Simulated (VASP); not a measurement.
# CdSe (F-43m) in VASP: single point with r2SCAN

Aim: the single point of CdSe with r2SCAN.

Program: VASP 6.6.1. These are calculated values, not measurements. Logs are shortened: lines on timing, memory, paths and dates and some standing lists are left out, and cuts for length are marked.

## Step 1: The cell of the first run

The structure is cubic, space group F-43m (No. 216). The conventional cell has a = 6.136 Å, b = 6.136 Å, c = 6.136 Å, α = 90.00°, β = 90.00°, γ = 90.00°. Within 3.5 Å of Cd (site symmetry -43m) lie 4 Se at 2.66 Å. Se (site symmetry -43m) has 4 Cd at 2.66 Å within 3.5 Å.

## Step 2: Single point, r2SCAN

POSCAR reads:

```
CdSe
1.0
    0.0000000000      3.0677809647      3.0677809647
    3.0677809647      0.0000000000      3.0677809647
    3.0677809647      3.0677809647      0.0000000000
Cd Se
1 1
Direct
    0.0000000000      0.0000000000      0.0000000000
    0.2500000000      0.2500000000      0.2500000000
```

INCAR.step1 reads:

```
PREC = Accurate ; ENCUT = 520
ISMEAR = 0 ; SIGMA = 0.01
LREAL = False ; LASPH = True
NELM = 60 ; NBANDS = 16
GGA = PE ; ALGO = Normal
EDIFF = 1E-4 ; LWAVE = True
LCHARG = False
```

INCAR.step2 reads:

```
PREC = Accurate ; ENCUT = 520
EDIFF = 1E-6 ; ISMEAR = 0
SIGMA = 0.01 ; LREAL = False
LASPH = True ; NELM = 60
ALGO = Normal ; ISIF = 2
LWAVE = False ; LCHARG = False
METAGGA = R2SCAN ; LMIXTAU = True
NBANDS = 16 ; ISTART = 1
```

KPOINTS reads:

```
regular mesh
0
Gamma
  6 6 6
```

Potentials or basis: VASP PAW PBE potentials, release 64 (Cd, Se).

The run is started by

```sh
cat potpaw_PBE.64/Cd/POTCAR potpaw_PBE.64/Se/POTCAR > POTCAR
cp INCAR.step1 INCAR
mpirun -np 1 vasp_std > vasp.out
cp INCAR.step2 INCAR
mpirun -np 1 vasp_std > vasp.out
```

OUTCAR:

```text
PREC = Accurate
   ENCUT = 520
   EDIFF = 1E-6
   ISMEAR = 0
   LREAL = False
   LASPH = True
   NELM = 60
   ISIF = 2
   METAGGA = R2SCAN
   ISTART = 1

 ion  position               nearest neighbor table
   1  0.000  0.000  0.000-   2 2.66   2 2.66   2 2.66   2 2.66
   2  0.250  0.250  0.250-   1 2.66   1 2.66   1 2.66   1 2.66

  LATTYP: Found a face centered cubic cell.
 ALAT       =     6.1355619294

  Lattice vectors:

 A1 = (   0.0000000000,   3.0677809647,   3.0677809647)
 A2 = (   3.0677809647,   0.0000000000,   3.0677809647)
 A3 = (   3.0677809647,   3.0677809647,   0.0000000000)

Analysis of symmetry for initial positions (statically):
=====================================================================
 Subroutine PRICEL returns:
 Original cell was already a primitive cell.

 Routine SETGRP: Setting up the symmetry group for a
 face centered cubic supercell.

 Subroutine GETGRP returns: Found 24 space group operations
 (whereof 24 operations were pure point group operations)
 out of a pool of 48 trial point group operations.

The static configuration has the point symmetry T_d .

Analysis of symmetry for dynamics (positions and initial velocities):
=====================================================================
 Subroutine PRICEL returns:
 Original cell was already a primitive cell.

 Routine SETGRP: Setting up the symmetry group for a
 face centered cubic supercell.

 Subroutine GETGRP returns: Found 24 space group operations
 (whereof 24 operations were pure point group operations)
 out of a pool of 48 trial point group operations.

The dynamic configuration has the point symmetry T_d .

 Subroutine INISYM returns: Found 24 space group operations
 (whereof 24 operations are pure point group operations),
 and found     1 'primitive' translations

----------------------------------------------------------------------------------------

                                     Primitive cell

  volume of cell :      57.7435

  direct lattice vectors                    reciprocal lattice vectors
     0.000000000  3.067780965  3.067780965    -0.162984257  0.162984257  0.162984257
     3.067780965  0.000000000  3.067780965     0.162984257 -0.162984257  0.162984257
     3.067780965  3.067780965  0.000000000     0.162984257  0.162984257 -0.162984257

  length of vectors
     4.338497447  4.338497447  4.338497447     0.282297013  0.282297013  0.282297013

[... 70 lines left out ...]
   NELM   =     60;   NELMIN=  2; NELMDL=  0     # of ELM steps
   EDIFF  = 0.1E-05   stopping-criterion for ELM
   LREAL  =      F    real-space projection
   EDIFFG = 0.1E-04   stopping-criterion for IOM
   NSW    =      0    number of steps for IOM
   IBRION =     -1    ionic relax: 0-MD 1-quasi-New 2-CG
   NFREE  =      0    steps in history (QN), initial steepest desc. (CG)
   ISIF   =      2    stress and relaxation
   ISYM   =      2    0-nonsym 1-usesym 2-fastsym
   POTIM  = 0.5000    time-step for ionic-motion
   TEBEG  =    0.0;   TEEND  =   0.0 temperature during run
   PSTRESS=    0.0 pullay stress
   NELECT =      18.0000    total number of electrons
   NUPDOWN=      -1.0000    fix difference up-down
   EMIN   =  10.00;   EMAX   =-10.00  energy-range for DOS
   EFERMI =   0.00;   METHOD = LEGACY
   ISMEAR =     0;   SIGMA  =   0.01  broadening in eV -4-tet -1-fermi 0-gaus
   EFERMI_NEDOS =   21; number of points for ismear=-14 and -15
   IALGO  =     38    algorithm
   IMIX   =      4    mixing-type and parameters
     AMIX     =   0.40;   BMIX     =  1.00
     AMIX_MAG =   1.60;   BMIX_MAG =  1.00
  volume/ion in A,a.u.               =      28.87       194.84
  Fermi-wavevector in a.u.,A,eV,Ry     =   1.110021  2.097636 16.764382  1.232147
  Thomas-Fermi vector in A             =   2.246568
   LORBIT       =      0    0 simple, 1 ext, 2 COOP (PROOUT), +10 PAW based schemes
   METAGGA = R2SCAN    functional components
   LHFCALC =     F    Hartree Fock is set to
   AEXX    =    0.0000 exact exchange contribution
   IVDW    =     0    specifies the selected vdW correction
   LEPSILON=     F    determine dielectric tensor
   LRPA    =     F    only Hartree local field effects (RPA)
 non-spin polarized calculation
 Gauss-broadening in eV      SIGMA  =   0.01
  energy-cutoff  :      520.00
  volume of cell :       57.74
 maximum number of plane-waves:      1588
   NGX = 17   NGY = 17   NGZ = 17

 number of electron      18.0000008 magnetization

 Free energy of the ion-electron system (eV)
  ---------------------------------------------------
  ext. energy  EPLUGINS =         0.00000000
  ---------------------------------------------------
  free energy    TOTEN  =       -35.91298893 eV

  energy without entropy =      -35.91298893  energy(sigma->0) =      -35.91298893

 E-fermi :   0.5420     XC(G=0):  -9.3022

 val. band max:        0.4405580965   @ k =   0.0000   0.0000   0.0000
 cond. band min:       1.4665967567   @ k =   0.0000   0.0000   0.0000
 fundamental gap:      1.0260386602
 Fermi energy:         0.5419832915

 k-point     1 :       0.0000    0.0000    0.0000
  band No.  band energies     occupation
      1     -12.4302      2.00000
      2      -7.6445      2.00000
      3      -7.6445      2.00000
      4      -7.6445      2.00000
      5      -7.2720      2.00000
      6      -7.2720      2.00000
[... 281 lines left out ...]
      3      -7.4400      2.00000
      4      -7.3341      2.00000
      5      -7.2451      2.00000
      6      -6.8324      2.00000
[... 8 lines left out ...]
     15      13.8292      0.00000
     16      13.9894      0.00000

------------------------ aborting loop because EDIFF is reached ----------------------------------------

  FORCE on cell =-STRESS in cart. coord.  units (eV):
  Direction    XX          YY          ZZ          XY          YZ          ZX
  --------------------------------------------------------------------------------------
  -------------------------------------------------------------------------------------
  Total        0.0712312      0.0712312      0.0712312     -0.0000000     -0.0000000      0.0000000
  in kB        1.9764144      1.9764144      1.9764144     -0.0000000     -0.0000000      0.0000000
  external PRESSURE =       1.9764144 kB  Pullay stress =       0.0000000 kB

 VOLUME and BASIS-vectors are now :
 -----------------------------------------------------------------------------
  energy-cutoff  :      520.00
  volume of cell :       57.74
      direct lattice vectors                 reciprocal lattice vectors
     0.000000000  3.067780965  3.067780965    -0.162984257  0.162984257  0.162984257
     3.067780965  0.000000000  3.067780965     0.162984257 -0.162984257  0.162984257
     3.067780965  3.067780965  0.000000000     0.162984257  0.162984257 -0.162984257

 POSITION                                       TOTAL-FORCE (eV/Angst)
 -----------------------------------------------------------------------------------
      0.00000      0.00000      0.00000        -0.000000     -0.000000     -0.000000
      1.53389      1.53389      1.53389         0.000000      0.000000      0.000000
 -----------------------------------------------------------------------------------
    total drift:                               -0.000004     -0.000004     -0.000004

  FREE ENERGIE OF THE ION-ELECTRON SYSTEM (eV)
  ---------------------------------------------------
  free  energy   TOTEN  =       -35.9129889252 eV

  energy  without entropy=      -35.9129889252  energy(sigma->0) =      -35.91298893
```

OUTCAR.step1:

```text
PREC = Accurate
   ENCUT = 520
   ISMEAR = 0
   LREAL = False
   LASPH = True
[... 514 lines left out ...]
      0.00000      0.00000      0.00000         0.000000      0.000000     -0.000000
      1.53389      1.53389      1.53389        -0.000000     -0.000000      0.000000
 -----------------------------------------------------------------------------------
    total drift:                               -0.000000     -0.000000     -0.000000

  FREE ENERGIE OF THE ION-ELECTRON SYSTEM (eV)
  ---------------------------------------------------
  free  energy   TOTEN  =        -5.4850498947 eV

  energy  without entropy=       -5.4850498947  energy(sigma->0) =       -5.48504989
```

Run time: 26 s. Hardware: 1 thread of AMD EPYC 9R45 (Zen 5), shared host; peak memory 0.16 GiB.

What came out:

```
Free energy            : -35.9130 eV
Pressure               : 0.2 GPa
Band gap on the k mesh : 1.03 eV, direct
```

Caveat: the PAW data sets were made with another functional, which shifts forces and pressure a little. r2SCAN opens gaps a little over a GGA but as a rule still falls short of measured ones.
